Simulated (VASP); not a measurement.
# Si3H2C4 in VASP: a series of runs

Runs on Si3H2C4. Level: LDA. Tasks: single point.

Everything below comes from runs of VASP 6.6.1. Logs are shortened: lines on timing, memory, paths and dates and some standing lists are left out, and cuts for length are marked.

## (1) The cell of the first run

The cell holds a slab with vacuum, 18 atoms: a = 6.122 Å, b = 3.061 Å, c = 19.996 Å, α = 90.00°, β = 90.00°, γ = 90.00°.

## (2) Single point, LDA

Input file INCAR:

```
SYSTEM = Si3H2C4
ALGO     = Normal         ! electronic algorithm
DIPOL    = 0.5 0.5 0.351
EDIFF    = 1E-7           ! SCF threshold, eV
ENCUT    = 520            ! plane-wave cutoff, eV
IDIPOL   = 3            
ISIF     = 2              ! what is computed and relaxed
ISMEAR   = 0              ! smearing method
LASPH    = .TRUE.         ! aspherical terms in the spheres
LCHARG   = .FALSE.        ! write CHGCAR
LDIPOL   = .TRUE.       
LREAL    = Auto         
LWAVE    = .FALSE.        ! write WAVECAR
NBANDS   = 45             ! bands
NELM     = 60             ! most SCF steps
PREC     = Accurate       ! precision mode
SIGMA    = 0.05           ! smearing width, eV
```

Input file KPOINTS:

```
k-points
0
G
  4 8 1
  0 0 0
```

Input file POSCAR:

```
Si3H2C4
1.0
    6.1223116280      0.0000000000      0.0000000000
    0.0000000000      3.0611558140      0.0000000000
    0.0000000000      0.0000000000     19.9960979072
C Si H
8 6 4
Direct
    0.5000000000      0.5000000000      0.2326656844
    0.0000000000      0.5000000000      0.2326656844
    0.7500000000      0.0000000000      0.3409150060
    0.2500000000      0.0000000000      0.3409150060
   -0.0177939023      0.5000000000      0.4592238202
    0.5127032397      0.5000000000      0.4401400145
    0.3911495700      0.0000000000      0.5244237357
    0.5880659425      0.0000000000      0.5668320098
    0.2500000000      0.5000000000      0.2867903452
    0.7500000000      0.5000000000      0.2867903452
    0.5040880891      0.0000000000      0.3907202996
   -0.0102056058      0.0000000000      0.3998974384
    0.7013124074      0.5000000000      0.5179151871
    0.2610792978      0.5000000000      0.4948261752
    0.5000000000      0.2236746754      0.1987605550
    0.5000000000      0.7763253246      0.1987605550
    0.0000000000      0.7759774367      0.1986431602
    0.0000000000      0.2240225633      0.1986431602
```

Potentials or basis: VASP PAW LDA potentials, release 64 (C, Si, H).

Command:

```sh
$ cat potpaw_LDA.64/C/POTCAR potpaw_LDA.64/Si/POTCAR potpaw_LDA.64/H/POTCAR > POTCAR
$ mpirun -np 1 vasp_std > vasp.out
```

OUTCAR:

```text
SYSTEM = Si3H2C4
   EDIFF = 1E-7
   ENCUT = 520
   ISIF = 2
   ISMEAR = 0
   LASPH = .TRUE.
   LREAL = Auto
   NELM = 60
   PREC = Accurate

 ion  position               nearest neighbor table
   1  0.500  0.500  0.233-  15 1.08  16 1.08   9 1.87  10 1.87
   2  0.000  0.500  0.233-  17 1.08  18 1.08   9 1.87  10 1.87
   3  0.750  0.000  0.341-  11 1.81  10 1.87  10 1.87  12 1.88
   4  0.250  0.000  0.341-  11 1.85   9 1.87   9 1.87  12 1.98
   5  0.982  0.500  0.459-  14 1.85  12 1.94  12 1.94  13 2.08
   6  0.513  0.500  0.440-  11 1.82  11 1.82  14 1.89  13 1.94
   7  0.391  0.000  0.524-   8 1.47  14 1.82  14 1.82  13 2.44  13 2.44
   8  0.588  0.000  0.567-   7 1.47  13 1.94  13 1.94
   9  0.250  0.500  0.287-   4 1.87   4 1.87   1 1.87   2 1.87  11 3.01  11 3.01  10 3.06  10 3.06

  10  0.750  0.500  0.287-   3 1.87   3 1.87   1 1.87   2 1.87  11 2.99  11 2.99   9 3.06   9 3.06
                            12 3.10  12 3.10
  11  0.504  0.000  0.391-   3 1.81   6 1.82   6 1.82   4 1.85  12 2.98  14 2.98  14 2.98  10 2.99
                            10 2.99   9 3.01   9 3.01
  12  0.990  0.000  0.400-   3 1.88   5 1.94   5 1.94   4 1.98  14 2.95  14 2.95  11 2.98  10 3.10
                            10 3.10
  13  0.701  0.500  0.518-   6 1.94   8 1.94   8 1.94   5 2.08   7 2.44   7 2.44  14 2.73
  14  0.261  0.500  0.495-   7 1.82   7 1.82   5 1.85   6 1.89  13 2.73  12 2.95  12 2.95  11 2.98
                            11 2.98
  15  0.500  0.224  0.199-   1 1.08
  16  0.500  0.776  0.199-   1 1.08
  17  0.000  0.776  0.199-   2 1.08
  18  0.000  0.224  0.199-   2 1.08

  LATTYP: Found a simple orthorhombic cell.
 ALAT       =     3.0611558140
 B/A-ratio  =     2.0000000000
 C/A-ratio  =     6.5322051938

  Lattice vectors:

 A1 = (   0.0000000000,  -3.0611558140,   0.0000000000)
 A2 = (   6.1223116280,   0.0000000000,   0.0000000000)
 A3 = (   0.0000000000,   0.0000000000,  19.9960979072)

Analysis of symmetry for initial positions (statically):
=====================================================================
 Subroutine PRICEL returns:
 Original cell was already a primitive cell.

 Routine SETGRP: Setting up the symmetry group for a
 simple orthorhombic supercell.

 Subroutine GETGRP returns: Found  2 space group operations
 (whereof  2 operations were pure point group operations)
 out of a pool of  8 trial point group operations.

The static configuration has the point symmetry C_1h.

Analysis of symmetry for dynamics (positions and initial velocities):
=====================================================================
 Subroutine PRICEL returns:
 Original cell was already a primitive cell.

 Routine SETGRP: Setting up the symmetry group for a
 simple orthorhombic supercell.

 Subroutine GETGRP returns: Found  2 space group operations
 (whereof  2 operations were pure point group operations)
[... 145 lines left out ...]
  volume/ion in A,a.u.               =      20.82       140.50
  Fermi-wavevector in a.u.,A,eV,Ry     =   0.888948  1.679869 10.751721  0.790229
  Thomas-Fermi vector in A             =   2.010445
   LORBIT       =      0    0 simple, 1 ext, 2 COOP (PROOUT), +10 PAW based schemes
   GGA     = CA    functional components
   LHFCALC =     F    Hartree Fock is set to
   AEXX    =    0.0000 exact exchange contribution
   IVDW    =     0    specifies the selected vdW correction
   LEPSILON=     F    determine dielectric tensor
   LRPA    =     F    only Hartree local field effects (RPA)
 non-spin polarized calculation
 Gauss-broadening in eV      SIGMA  =   0.05
  energy-cutoff  :      520.00
  volume of cell :      374.75
 maximum number of plane-waves:     10115
 NGX is ok and might be reduce to    48
   NGX = 23   NGY = 11   NGZ = 75

 dipolmoment           0.000000      0.000000     -0.024482 electrons x Angstroem

 number of electron      60.0000002 magnetization

 dipolmoment           0.000000      0.000000      0.199160 electrons x Angstroem

 Free energy of the ion-electron system (eV)
  ---------------------------------------------------
  ext. energy  EPLUGINS =         0.00000000
  ---------------------------------------------------
  free energy    TOTEN  =      -127.37183229 eV

  energy without entropy =     -127.37050328  energy(sigma->0) =     -127.37116778

 E-fermi :   0.9525     XC(G=0):  -5.3927

 val. band max:        0.9052876937   @ k =   0.2500   0.0000   0.0000
 cond. band min:       0.9849601938   @ k =   0.5000   0.0000   0.0000
 fundamental gap:      0.0796725001
 Fermi energy:         0.9524769644

 k-point     1 :       0.0000    0.0000    0.0000
  band No.  band energies     occupation
      1     -16.0566      2.00000
      2     -14.9695      2.00000
      3     -13.5548      2.00000
      4     -12.6633      2.00000
      5     -12.4560      2.00000
      6     -12.3694      2.00000
[... 664 lines left out ...]
     41       5.8006      0.00000
     42       6.3742      0.00000
 [bands above 42 left out]

------------------------ aborting loop because EDIFF is reached ----------------------------------------

 vacuum level on the upper side and lower side of the slab       (xc-potential included)         0.826        -1.033

  FORCE on cell =-STRESS in cart. coord.  units (eV):
  Direction    XX          YY          ZZ          XY          YZ          ZX
  --------------------------------------------------------------------------------------
  -------------------------------------------------------------------------------------
  Total       -2.1773304     13.9791714     -4.4737195      0.0000000      0.0000000      0.0107762
  in kB       -9.3086948     59.7648578    -19.1263990      0.0000000      0.0000000      0.0460713
  external PRESSURE =      10.4432547 kB  Pullay stress =       0.0000000 kB

 VOLUME and BASIS-vectors are now :
 -----------------------------------------------------------------------------
  energy-cutoff  :      520.00
  volume of cell :      374.75
      direct lattice vectors                 reciprocal lattice vectors
     6.122311628  0.000000000  0.000000000     0.163336998  0.000000000  0.000000000
     0.000000000  3.061155814  0.000000000     0.000000000  0.326673995  0.000000000
     0.000000000  0.000000000 19.996097907     0.000000000  0.000000000  0.050009757

 POSITION                                       TOTAL-FORCE (eV/Angst)
 -----------------------------------------------------------------------------------
      3.06116      1.53058      4.65241         0.006084      0.000000      0.794992
      0.00000      1.53058      4.65241        -0.000736      0.000000      0.588294
      4.59173      0.00000      6.81697         1.024538      0.000000     -0.892871
      1.53058      0.00000      6.81697        -1.021087      0.000000      0.431411
      6.01337      1.53058      9.18268        -0.006259      0.000000      0.016258
      3.13893      1.53058      8.80108        -0.000103      0.000000      0.002213
[... 10 lines left out ...]
      0.00000      2.37539      3.97209         0.005463      0.035595     -0.029198
      0.00000      0.68577      3.97209         0.005463     -0.035595     -0.029198
 -----------------------------------------------------------------------------------
    total drift:                               -0.005263      0.000000     -0.009469

  FREE ENERGIE OF THE ION-ELECTRON SYSTEM (eV)
  ---------------------------------------------------
  free  energy   TOTEN  =      -127.3718322868 eV

  energy  without entropy=     -127.3705032786  energy(sigma->0) =     -127.37116778

 vacuum level on the upper side and lower side of the slab         6.070         4.165
```

OSZICAR:

```text
N       E                     dE             d eps       ncg     rms          rms(c)
DAV:   1     0.336617739927E+03    0.33662E+03   -0.24233E+04  1350   0.108E+03
DAV:   2    -0.934860573126E+02   -0.43010E+03   -0.41230E+03  1856   0.236E+02
DAV:   3    -0.141904873410E+03   -0.48419E+02   -0.47770E+02  1660   0.773E+01
[... 21 lines left out ...]
DAV:  25    -0.127371831355E+03   -0.19435E-05   -0.56791E-08  1335   0.812E-04    0.219E-04
DAV:  26    -0.127371831972E+03   -0.61745E-06   -0.24048E-08  1223   0.604E-04    0.153E-04
DAV:  27    -0.127371832124E+03   -0.15180E-06   -0.10834E-08  1186   0.359E-04    0.626E-05
DAV:  28    -0.127371832225E+03   -0.10091E-06   -0.28610E-09  1114   0.203E-04    0.409E-05
DAV:  29    -0.127371832287E+03   -0.61689E-07   -0.14330E-09  1170   0.129E-04
   1 F= -.12737183E+03 E0= -.12737117E+03  d E =-.132901E-02
```

stdout:

```text
POSCAR found type information on POSCAR C SiH
 POSCAR found :  3 types and      18 ions
 scaLAPACK will be used
 LDA part: xc-table for (Slater(with rela. corr.)+CA(PZ))
 , standard interpolation
 POSCAR, INCAR and KPOINTS ok, starting setup
 FFT: planning ... GRIDC
 FFT: planning ... GRID_SOFT
 FFT: planning ... GRID
 WAVECAR not read
 entering main loop
```

It took 13 min on 1 thread of AMD EPYC 7R43 (Zen 3), shared host; peak memory 0.39 GiB.

Results:

```yaml
Free_energy: -127.3718 eV
Largest_force: 5.363 eV/Å
Band_gap_on_the_k_mesh: zero (band 30 reaches 0.98 eV, above the bottom of band 31 at 0.83 eV)
```

Forces in eV/Å, atoms in the order of the input:
```
C    0.006  0.000  0.795
C   -0.001  0.000  0.588
C    1.025  0.000 -0.893
C   -1.021  0.000  0.431
C   -0.006  0.000  0.016
C    0.000  0.000  0.002
C   -0.048  0.000  5.363
C    0.037  0.000 -5.009
Si  -0.505  0.000 -0.538
Si   0.500  0.000 -0.637
Si  -0.009  0.000  0.015
Si   0.002  0.000 -0.002
Si   0.020  0.000 -0.015
Si  -0.008  0.000  0.000
H   -0.002 -0.036 -0.029
H   -0.002  0.036 -0.029
H    0.005  0.036 -0.029
H    0.005 -0.036 -0.029
```

## (3) Single point, LDA

Input file INCAR:

```
PREC = Accurate
ENCUT = 520
EDIFF = 1E-6
ISMEAR = 0
SIGMA = 0.05
LREAL = Auto
LASPH = T
NELM = 60
ALGO = Normal
ISIF = 2
LWAVE = F
LCHARG = F
LDIPOL = T
IDIPOL = 3
DIPOL = 0.5 0.5 0.349
NBANDS = 45
```

Input file KPOINTS:

```
Automatic mesh
0
Gamma
  4 8 1
```

Input file POSCAR:

```
Si3H2C4
1.0
    6.1223116280      0.0000000000      0.0000000000
    0.0000000000      3.0611558140      0.0000000000
    0.0000000000      0.0000000000     19.9960979072
C Si H
8 6 4
Direct
    0.5000000000      0.5000000000      0.2326656844
    0.0000000000      0.5000000000      0.2326656844
    0.7500000000      0.0000000000      0.3409150060
    0.2500000000      0.0000000000      0.3409150060
   -0.0063135948      0.5000000000      0.4566356879
    0.5051820019      0.5000000000      0.4373067098
    0.3888835423      0.0000000000      0.5313750920
    0.6095249076      0.0000000000      0.5459779411
    0.2500000000      0.5000000000      0.2867903452
    0.7500000000      0.5000000000      0.2867903452
    0.5015330342      0.0000000000      0.3894737084
   -0.0035031181      0.0000000000      0.3978411510
    0.7186286634      0.5000000000      0.5052264951
    0.2701547425      0.5000000000      0.4974485775
    0.5000000000      0.2236746754      0.1987605550
    0.5000000000      0.7763253246      0.1987605550
    0.0000000000      0.7759774367      0.1986431602
    0.0000000000      0.2240225633      0.1986431602
```

Potentials or basis: VASP PAW LDA potentials, release 64 (C, Si, H).

Command:

```sh
$ cat potpaw_LDA.64/C/POTCAR potpaw_LDA.64/Si/POTCAR potpaw_LDA.64/H/POTCAR > POTCAR
$ mpirun -np 1 vasp_std > vasp.out
```

OUTCAR:

```text
PREC = Accurate
   ENCUT = 520
   EDIFF = 1E-6
   ISMEAR = 0
   LREAL = Auto
   LASPH = T
   NELM = 60
   ISIF = 2

 ion  position               nearest neighbor table
   1  0.500  0.500  0.233-  15 1.08  16 1.08   9 1.87  10 1.87
   2  0.000  0.500  0.233-  17 1.08  18 1.08   9 1.87  10 1.87
   3  0.750  0.000  0.341-  11 1.80  10 1.87  10 1.87  12 1.89
   4  0.250  0.000  0.341-  11 1.82   9 1.87   9 1.87  12 1.92
   5  0.994  0.500  0.457-  14 1.88  12 1.93  12 1.93  13 1.94
   6  0.505  0.500  0.437-  11 1.80  11 1.80  14 1.88  13 1.88
   7  0.389  0.000  0.531-   8 1.38  14 1.83  14 1.83  13 2.59  13 2.59
   8  0.610  0.000  0.546-   7 1.38  13 1.86  13 1.86
   9  0.250  0.500  0.287-   4 1.87   4 1.87   1 1.87   2 1.87  11 2.99  11 2.99  10 3.06  10 3.06
                            12 3.11  12 3.11
  10  0.750  0.500  0.287-   3 1.87   3 1.87   1 1.87   2 1.87  11 2.98  11 2.98   9 3.06   9 3.06
                            12 3.09  12 3.09
  11  0.502  0.000  0.389-   3 1.80   6 1.80   6 1.80   4 1.82  10 2.98  10 2.98   9 2.99   9 2.99
                            14 3.00  14 3.00  12 3.03  13 3.08  13 3.08  12 3.10
  12  0.996  0.000  0.398-   3 1.89   4 1.92   5 1.93   5 1.93  14 3.02  14 3.02  11 3.03  10 3.09
                            10 3.09  11 3.10   9 3.11   9 3.11  13 3.14  13 3.14
[... 904 lines left out ...]
------------------------ aborting loop because EDIFF is reached ----------------------------------------

 vacuum level on the upper side and lower side of the slab       (xc-potential included)         0.548        -0.841

  FORCE on cell =-STRESS in cart. coord.  units (eV):
  Direction    XX          YY          ZZ          XY          YZ          ZX
  --------------------------------------------------------------------------------------
  -------------------------------------------------------------------------------------
  Total       -1.2273613     17.7158796      3.3421484      0.0000000      0.0000000     -0.0092499
  in kB       -5.2473121     75.7403280     14.2886170      0.0000000      0.0000000     -0.0395459
  external PRESSURE =      28.2605443 kB  Pullay stress =       0.0000000 kB

 VOLUME and BASIS-vectors are now :
 -----------------------------------------------------------------------------
  energy-cutoff  :      520.00
  volume of cell :      374.75
      direct lattice vectors                 reciprocal lattice vectors
     6.122311628  0.000000000  0.000000000     0.163336998  0.000000000  0.000000000
     0.000000000  3.061155814  0.000000000     0.000000000  0.326673995  0.000000000
     0.000000000  0.000000000 19.996097907     0.000000000  0.000000000  0.050009757

 POSITION                                       TOTAL-FORCE (eV/Angst)
 -----------------------------------------------------------------------------------
      3.06116      1.53058      4.65241         0.001560      0.000000      0.796388
      0.00000      1.53058      4.65241         0.000243      0.000000      0.570266
      4.59173      0.00000      6.81697         1.195287      0.000000     -0.891512
      1.53058      0.00000      6.81697        -1.190213      0.000000     -0.342241
      6.08366      1.53058      9.13093         0.005084      0.000000      0.014826
      3.09288      1.53058      8.74443        -0.007595      0.000000     -0.029563
[... 10 lines left out ...]
      0.00000      2.37539      3.97209         0.002467      0.035516     -0.031897
      0.00000      0.68577      3.97209         0.002467     -0.035516     -0.031897
 -----------------------------------------------------------------------------------
    total drift:                               -0.000990      0.000000     -0.005530

  FREE ENERGIE OF THE ION-ELECTRON SYSTEM (eV)
  ---------------------------------------------------
  free  energy   TOTEN  =      -129.2058086056 eV

  energy  without entropy=     -129.2046493793  energy(sigma->0) =     -129.20522899

 vacuum level on the upper side and lower side of the slab         5.653         4.220
```

Wall time 8.1 min (1 thread of Intel Xeon 6975P-C, shared host); peak memory 0.41 GiB.

Results:

* Free energy: -129.2058 eV
* Largest force: 2.409 eV/Å
* Band gap on the k mesh: 0.06 eV, indirect (least direct gap 0.84 eV)

Forces on the atoms (eV/Å):
```
C    0.002  0.000  0.796
C    0.000  0.000  0.570
C    1.195  0.000 -0.892
C   -1.190  0.000 -0.342
C    0.005  0.000  0.015
C   -0.008  0.000 -0.030
C   -0.066  0.000  2.408
C    0.054  0.000 -1.094
Si  -0.519  0.000 -0.650
Si   0.518  0.000 -0.679
Si  -0.006  0.000  0.002
Si   0.000  0.000  0.005
Si   0.029  0.000  0.000
Si  -0.016  0.000  0.007
H   -0.001 -0.034 -0.027
H   -0.001  0.034 -0.027
H    0.002  0.036 -0.032
H    0.002 -0.036 -0.032
```

Levels at points of the mesh, in eV from the valence-band top:
```csv
k point,band 28,band 29,band 30,band 31,band 32,band 33
"(0.00, 0.00, 0.00)",-1.43,-1.36,-0.23,0.85,1.38,2.77
"(0.50, 0.00, 0.00)",-1.54,-1.37,0.00,0.84,2.44,3.00
"(0.00, 0.50, 0.00)",-2.10,-2.09,-1.60,0.06,1.60,2.84
"(0.50, 0.50, 0.00)",-2.87,-2.42,-2.01,0.71,2.41,2.78
```
